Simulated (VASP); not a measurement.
# BN (F-43m) in VASP: a series of runs

Runs on BN. Level: PBE. Tasks: single point.

All numbers are computed with VASP 6.6.1; they aren't measurements. Logs are shortened: lines on timing, memory, paths and dates and some standing lists are left out, and cuts for length are marked.

### Step 1. The cell of the first run

It takes space group F-43m (No. 216, cubic). The conventional cell has a = 3.639 Å, b = 3.639 Å, c = 3.639 Å, α = 90.00°, β = 90.00°, γ = 90.00°. Within 2.1 Å of B (site symmetry -43m) lie 4 N at 1.58 Å. Within 2.1 Å of N (site symmetry -43m) lie 4 B at 1.58 Å.

### Step 2. Single point, PBE

INCAR

```
SYSTEM = BN
ALGO = Normal
EDIFF = 1E-6
ENCUT = 520
GGA = PE
ISIF = 2
ISMEAR = 0
LASPH = .True.
LCHARG = .False.
LREAL = .False.
LWAVE = .False.
NBANDS = 11
NELM = 60
PREC = Accurate
SIGMA = 0.01
```

KPOINTS

```
k-points
0
Gamma
  12 12 12
  0 0 0
```

POSCAR

```
BN
1.0
    0.0000000000      1.8197500000      1.8197500000
    1.8197500000      0.0000000000      1.8197500000
    1.8197500000      1.8197500000      0.0000000000
B N
1 1
Direct
    0.0000000000      0.0000000000      0.0000000000
    0.2500000000      0.2500000000      0.2500000000
```

Potentials or basis: VASP PAW PBE potentials, release 64 (B, N).

The run is started by

```bash
cat potpaw_PBE.64/B/POTCAR potpaw_PBE.64/N/POTCAR > POTCAR
mpirun -np 1 vasp_std > vasp.out
```

OUTCAR:

```text
SYSTEM = BN
   EDIFF = 1E-6
   ENCUT = 520
   GGA = PE
   ISIF = 2
   ISMEAR = 0
   LASPH = .True.
   LREAL = .False.
   NELM = 60
   PREC = Accurate

 ion  position               nearest neighbor table
   1  0.000  0.000  0.000-   2 1.58   2 1.58   2 1.58   2 1.58
   2  0.250  0.250  0.250-   1 1.58   1 1.58   1 1.58   1 1.58

  LATTYP: Found a face centered cubic cell.
 ALAT       =     3.6395000000

  Lattice vectors:

 A1 = (   0.0000000000,   1.8197500000,   1.8197500000)
 A2 = (   1.8197500000,   0.0000000000,   1.8197500000)
 A3 = (   1.8197500000,   1.8197500000,   0.0000000000)

Analysis of symmetry for initial positions (statically):
=====================================================================
 Subroutine PRICEL returns:
 Original cell was already a primitive cell.

 Routine SETGRP: Setting up the symmetry group for a
 face centered cubic supercell.

 Subroutine GETGRP returns: Found 24 space group operations
 (whereof 24 operations were pure point group operations)
 out of a pool of 48 trial point group operations.

The static configuration has the point symmetry T_d .

Analysis of symmetry for dynamics (positions and initial velocities):
=====================================================================
 Subroutine PRICEL returns:
 Original cell was already a primitive cell.

 Routine SETGRP: Setting up the symmetry group for a
 face centered cubic supercell.

 Subroutine GETGRP returns: Found 24 space group operations
 (whereof 24 operations were pure point group operations)
 out of a pool of 48 trial point group operations.

The dynamic configuration has the point symmetry T_d .

 Subroutine INISYM returns: Found 24 space group operations
 (whereof 24 operations are pure point group operations),
 and found     1 'primitive' translations

----------------------------------------------------------------------------------------

                                     Primitive cell

  volume of cell :      12.0522

  direct lattice vectors                    reciprocal lattice vectors
     0.000000000  1.819750000  1.819750000    -0.274763017  0.274763017  0.274763017
     1.819750000  0.000000000  1.819750000     0.274763017 -0.274763017  0.274763017
     1.819750000  1.819750000  0.000000000     0.274763017  0.274763017 -0.274763017

  length of vectors
     2.573515130  2.573515130  2.573515130     0.475903505  0.475903505  0.475903505

  position of ions in fractional coordinates (direct lattice)
     0.000000000  0.000000000  0.000000000
     0.250000000  0.250000000  0.250000000

  ion indices of the primitive-cell ions
   primitive index   ion index
                 1           1
                 2           2

----------------------------------------------------------------------------------------

 KPOINTS: k-points

Automatic generation of k-mesh.
 Grid dimensions read from file:
 generate k-points for:   12   12   12

 Generating k-lattice:

  Cartesian coordinates                     Fractional coordinates (reciprocal lattice)
    -0.022896918  0.022896918  0.022896918     0.083333333  0.000000000  0.000000000
     0.022896918 -0.022896918  0.022896918     0.000000000  0.083333333  0.000000000
     0.022896918  0.022896918 -0.022896918     0.000000000  0.000000000  0.083333333

  Length of vectors
     0.039658625  0.039658625  0.039658625

  Shift w.r.t. Gamma in fractional coordinates (k-lattice)
     0.000000000  0.000000000  0.000000000

 Subroutine IBZKPT returns following result:
 ===========================================

 Found     72 irreducible k-points:

 Following reciprocal coordinates:
            Coordinates               Weight
  0.000000  0.000000  0.000000      1.000000
  0.083333  0.000000  0.000000      8.000000
  0.166667  0.000000  0.000000      8.000000
  0.250000  0.000000  0.000000      8.000000
  0.333333  0.000000  0.000000      8.000000
  0.416667  0.000000  0.000000      8.000000
[... 16 lines left out ...]
  0.500000  0.166667  0.000000     24.000000
 -0.416667  0.166667  0.000000     24.000000
 [... further k-points ...]
   k-points           NKPTS =     72   k-points in BZ     NKDIM =     72   number of bands    NBANDS=     11
   number of dos      NEDOS =    301   number of ions     NIONS =      2
   total plane-waves  NPLWV =   8000
   dimension x,y,z NGX =    20 NGY =   20 NGZ =   20
   dimension x,y,z NGXF=    40 NGYF=   40 NGZF=   40
   ions per type =               1   1
   NGX,Y,Z   is equivalent  to a cutoff of  12.92, 12.92, 12.92 a.u.
   NGXF,Y,Z  is equivalent  to a cutoff of  25.84, 25.84, 25.84 a.u.
 SYSTEM =  BN
   PREC   = accura    normal or accurate (medium, high low for compatibility)
   ISTART =      0    job   : 0-new  1-cont  2-samecut
   ICHARG =      2    charge: 1-file 2-atom 10-const
   ISPIN  =      1    spin polarized calculation?
   LNONCOLLINEAR =      F non collinear calculations
   LSORBIT =      F    spin-orbit coupling
   LASPH  =      T    aspherical Exc in radial PAW
   ENCUT  =  520.0 eV  38.22 Ry    6.18 a.u.   4.79  4.79  4.79*2*pi/ulx,y,z
   NELM   =     60;   NELMIN=  2; NELMDL= -5     # of ELM steps
   EDIFF  = 0.1E-05   stopping-criterion for ELM
   LREAL  =      F    real-space projection
   EDIFFG = 0.1E-04   stopping-criterion for IOM
   NSW    =      0    number of steps for IOM
   IBRION =     -1    ionic relax: 0-MD 1-quasi-New 2-CG
   NFREE  =      0    steps in history (QN), initial steepest desc. (CG)
   ISIF   =      2    stress and relaxation
   ISYM   =      2    0-nonsym 1-usesym 2-fastsym
   POTIM  = 0.5000    time-step for ionic-motion
   TEBEG  =    0.0;   TEEND  =   0.0 temperature during run
   PSTRESS=    0.0 pullay stress
   NELECT =       8.0000    total number of electrons
   NUPDOWN=      -1.0000    fix difference up-down
   EMIN   =  10.00;   EMAX   =-10.00  energy-range for DOS
   EFERMI =   0.00;   METHOD = LEGACY
   ISMEAR =     0;   SIGMA  =   0.01  broadening in eV -4-tet -1-fermi 0-gaus
   EFERMI_NEDOS =   21; number of points for ismear=-14 and -15
   IALGO  =     38    algorithm
   IMIX   =      4    mixing-type and parameters
     AMIX     =   0.40;   BMIX     =  1.00
     AMIX_MAG =   1.60;   BMIX_MAG =  1.00
  volume/ion in A,a.u.               =       6.03        40.67
  Fermi-wavevector in a.u.,A,eV,Ry     =   1.428071  2.698663 27.747537  2.039386
  Thomas-Fermi vector in A             =   2.548172
   LORBIT       =      0    0 simple, 1 ext, 2 COOP (PROOUT), +10 PAW based schemes
   GGA     = PE    functional components
   LHFCALC =     F    Hartree Fock is set to
   AEXX    =    0.0000 exact exchange contribution
   IVDW    =     0    specifies the selected vdW correction
   LEPSILON=     F    determine dielectric tensor
   LRPA    =     F    only Hartree local field effects (RPA)
 non-spin polarized calculation
 Gauss-broadening in eV      SIGMA  =   0.01
  energy-cutoff  :      520.00
  volume of cell :       12.05
 maximum number of plane-waves:       332
   NGX =  9   NGY =  9   NGZ =  9

 number of electron       8.0000000 magnetization

 Free energy of the ion-electron system (eV)
  ---------------------------------------------------
  ext. energy  EPLUGINS =         0.00000000
  ---------------------------------------------------
  free energy    TOTEN  =       -17.44937852 eV

  energy without entropy =      -17.44937852  energy(sigma->0) =      -17.44937852

 E-fermi :   7.2574     XC(G=0): -12.7223

 val. band max:        7.1554179411   @ k =   0.0000   0.0000   0.0000
 cond. band min:      11.5930139709   @ k =   0.5000   0.5000   0.0000
 fundamental gap:      4.4375960298
 Fermi energy:         7.2574156461

 k-point     1 :       0.0000    0.0000    0.0000
  band No.  band energies     occupation
      1     -12.8467      2.00000
      2       7.1554      2.00000
      3       7.1554      2.00000
      4       7.1554      2.00000
      5      15.8789      0.00000
      6      15.8789      0.00000
      7      15.8789      0.00000
      8      17.1771      0.00000
      9      31.5289      0.00000
     10      34.6781      0.00000
     11      34.6781      0.00000

 k-point     2 :       0.0833    0.0000    0.0000
  band No.  band energies     occupation
      1     -12.6804      2.00000
      2       6.2550      2.00000
      3       6.9787      2.00000
      4       6.9787      2.00000
      5      16.0571      0.00000
      6      16.1469      0.00000
      7      16.1469      0.00000
      8      17.7590      0.00000
      9      31.3682      0.00000
     10      32.5036      0.00000
     11      32.5036      0.00000

 k-point     3 :       0.1667    0.0000    0.0000
  band No.  band energies     occupation
      1     -12.1880      2.00000
      2       4.1850      2.00000
      3       6.5484      2.00000
      4       6.5484      2.00000
      5      16.3237      0.00000
      6      16.7710      0.00000
      7      16.7710      0.00000
      8      19.1099      0.00000
      9      30.8825      0.00000
     10      30.9706      0.00000
     11      30.9706      0.00000

 k-point     4 :       0.2500    0.0000    0.0000
  band No.  band energies     occupation
      1     -11.3935      2.00000
      2       1.7565      2.00000
      3       6.0507      2.00000
      4       6.0507      2.00000
      5      16.5896      0.00000
      6      17.3709      0.00000
      7      17.3709      0.00000
      8      20.4599      0.00000
      9      30.3499      0.00000
     10      30.5648      0.00000
     11      30.5648      0.00000

 k-point     5 :       0.3333    0.0000    0.0000
  band No.  band energies     occupation
      1     -10.3612      2.00000
      2      -0.5923      2.00000
      3       5.6256      2.00000
      4       5.6256      2.00000
      5      16.8246      0.00000
      6      17.6854      0.00000
      7      17.6854      0.00000
      8      21.4495      0.00000
      9      30.1108      0.00000
     10      31.3297      0.00000
     11      31.3297      0.00000
[... 211 lines left out ...]
 k-point    21 :       0.3333    0.1667    0.0000
  band No.  band energies     occupation
      1     -10.5252      2.00000
      2       1.1583      2.00000
      3       4.4429      2.00000
      4       4.7060      2.00000
      5      15.1529      0.00000
      6      19.1949      0.00000
      7      19.7744      0.00000
      8      19.7959      0.00000
      9      26.4057      0.00000
     10      33.2193      0.00000
     11      35.0185      0.00000

 k-point    22 :       0.4167    0.1667    0.0000
  band No.  band energies     occupation
      1      -9.4842      2.00000
      2      -0.8927      2.00000
      3       4.0687      2.00000
      4       4.2618      2.00000
      5      15.5601      0.00000
      6      19.3337      0.00000
      7      19.8667      0.00000
      8      20.7144      0.00000
      9      27.3026      0.00000
     10      33.0003      0.00000
     11      35.2639      0.00000

 k-point    23 :       0.5000    0.1667    0.0000
  band No.  band energies     occupation
      1      -8.5466      2.00000
      2      -2.4094      2.00000
      3       3.4937      2.00000
      4       4.3323      2.00000
      5      15.9168      0.00000
      6      19.2593      0.00000
      7      19.6333      0.00000
      8      21.9881      0.00000
      9      27.6757      0.00000
     10      33.1650      0.00000
     11      34.4687      0.00000

 k-point    24 :      -0.4167    0.1667    0.0000
  band No.  band energies     occupation
      1      -8.3689      2.00000
      2      -2.6692      2.00000
      3       3.0998      2.00000
      4       4.6404      2.00000
      5      16.3645      0.00000
      6      19.1111      0.00000
      7      19.2461      0.00000
      8      22.5832      0.00000
      9      27.9611      0.00000
     10      32.2570      0.00000
     11      33.4321      0.00000

 [... further k-points ...]
[... 5 lines left out ...]
  --------------------------------------------------------------------------------------
  -------------------------------------------------------------------------------------
  Total       -0.3186150     -0.3186150     -0.3186150     -0.0000000      0.0000000     -0.0000000
  in kB      -42.3556710    -42.3556710    -42.3556710     -0.0000000      0.0000000     -0.0000000
  external PRESSURE =     -42.3556710 kB  Pullay stress =       0.0000000 kB

 VOLUME and BASIS-vectors are now :
 -----------------------------------------------------------------------------
  energy-cutoff  :      520.00
  volume of cell :       12.05
      direct lattice vectors                 reciprocal lattice vectors
     0.000000000  1.819750000  1.819750000    -0.274763017  0.274763017  0.274763017
     1.819750000  0.000000000  1.819750000     0.274763017 -0.274763017  0.274763017
     1.819750000  1.819750000  0.000000000     0.274763017  0.274763017 -0.274763017

 POSITION                                       TOTAL-FORCE (eV/Angst)
 -----------------------------------------------------------------------------------
      0.00000      0.00000      0.00000        -0.000000     -0.000000     -0.000000
      0.90987      0.90987      0.90987         0.000000      0.000000      0.000000
 -----------------------------------------------------------------------------------
    total drift:                                0.000000      0.000000      0.000000

  FREE ENERGIE OF THE ION-ELECTRON SYSTEM (eV)
  ---------------------------------------------------
  free  energy   TOTEN  =       -17.4493785177 eV

  energy  without entropy=      -17.4493785177  energy(sigma->0) =      -17.44937852
```

Wall time 6.4 s (1 thread of Intel Xeon Platinum 8375C at 2.90GHz (Ice Lake), shared host); peak memory 0.12 GiB.

Results:

```
Free energy            : -17.4494 eV
Pressure               : -4.2 GPa
Band gap on the k mesh : 4.44 eV, indirect (least direct gap 8.72 eV)
```

Levels at points of the mesh, in eV from the valence-band top:
```csv
k point,band 1,band 2,band 3,band 4,band 5,band 6,band 7,band 8,band 9
"(0.00, 0.00, 0.00)",-20.00,0.00,0.00,0.00,8.72,8.72,8.72,10.02,24.37
"(0.50, 0.00, 0.00)",-15.88,-10.51,-1.90,-1.90,9.88,10.59,10.59,15.05,23.17
"(0.50, 0.50, 0.00)",-14.54,-8.78,-4.80,-4.80,4.44,9.12,17.61,17.61,20.44
```

### Step 3. Single point, PBE

This run uses another cell than the first one, of 5.50 Å³/atom, 0.913 times its volume.

INCAR

```
SYSTEM = BN
PREC = Accurate ; ENCUT = 600
EDIFF = 1E-6 ; ISMEAR = 0
SIGMA = 0.01 ; LREAL = .False.
LASPH = .True. ; NELM = 120
ALGO = Normal ; ISIF = 2
LWAVE = .False. ; LCHARG = .False.
GGA = PE ; NBANDS = 11
GGA_COMPAT = .False.
```

KPOINTS

```
Automatic mesh
0
Gamma
  12 12 12
  0 0 0
```

POSCAR

```
BN
1.0
    0.0000000000      1.7653750000      1.7653750000
    1.7653750000      0.0000000000      1.7653750000
    1.7653750000      1.7653750000      0.0000000000
B N
1 1
Direct
    0.0000000000      0.0000000000      0.0000000000
    0.2500000000      0.2500000000      0.2500000000
```

Potentials or basis: VASP PAW PBE potentials, release 64 (B, N).

The run is started by

```bash
cat potpaw_PBE.64/B/POTCAR potpaw_PBE.64/N/POTCAR > POTCAR
mpirun -np 1 vasp_std > vasp.out
```

Wall time 5.2 s (1 thread of Intel Xeon 6975P-C (Granite Rapids), shared host); peak memory 0.12 GiB.

Results (log left out):

| Property | Result |
| --- | --- |
| Free energy | -17.3617 eV |
| Pressure | 34.0 GPa |
| Band gap on the k mesh | 4.53 eV, indirect (least direct gap 9.16 eV) |

Levels at points of the mesh, in eV from the valence-band top:
```tsv
k point	band 2	band 3	band 4	band 5	band 6	band 7
(0.00, 0.00, 0.00)	0.00	0.00	0.00	9.16	9.16	9.16
(0.50, 0.00, 0.00)	-11.36	-2.08	-2.08	11.09	11.10	11.10
(0.50, 0.50, 0.00)	-9.39	-5.26	-5.26	4.53	9.63	19.03
```

A k mesh can miss the band edges. PBE gaps usually lie below the measured ones, often by a third to a half.

### Step 4. Single point, PBE

This run uses another cell than the first one, of 5.42 Å³/atom, 0.899 times its volume.

INCAR

```
PREC = Accurate
ENCUT = 600
EDIFF = 1E-6
ISMEAR = 0
SIGMA = 0.01
LREAL = F
LASPH = T
NELM = 120
ALGO = Normal
ISIF = 2
LWAVE = F
LCHARG = T
GGA = PE
LELF = T
LVHAR = T
NBANDS = 11
GGA_COMPAT = F
```

KPOINTS

```
regular mesh
0
Gamma
  12 12 12
```

POSCAR

```
BN
1.0
    0.0000000000      1.7563125000      1.7563125000
    1.7563125000      0.0000000000      1.7563125000
    1.7563125000      1.7563125000      0.0000000000
B N
1 1
Direct
    0.0000000000      0.0000000000      0.0000000000
    0.2500000000      0.2500000000      0.2500000000
```

The run is started by

```bash
cat potpaw_PBE.64/B/POTCAR potpaw_PBE.64/N/POTCAR > POTCAR
mpirun -np 1 vasp_std > vasp.out
```

Run time: 6 s. Hardware: 1 thread of Intel Xeon 6975P-C (Granite Rapids), shared host; peak memory 0.12 GiB.

It converged, with:

```yaml
Free_energy: -17.3213 eV
Pressure: 41.8 GPa
Band_gap_on_the_k_mesh: 4.55 eV, indirect (least direct gap 9.23 eV)
```

Levels at points of the mesh, in eV from the valence-band top:
```csv
k point,band 1,band 2,band 3,band 4,band 5,band 6,band 7,band 8
"(0.00, 0.00, 0.00)",-21.25,0.00,0.00,0.00,9.23,9.23,9.23,11.79
"(0.50, 0.00, 0.00)",-16.61,-11.51,-2.11,-2.11,11.18,11.18,11.30,16.14
"(0.50, 0.50, 0.00)",-15.12,-9.50,-5.35,-5.35,4.55,9.71,19.28,19.28
```

A k mesh can miss the band edges.

(Continued in part 2 of 2.)
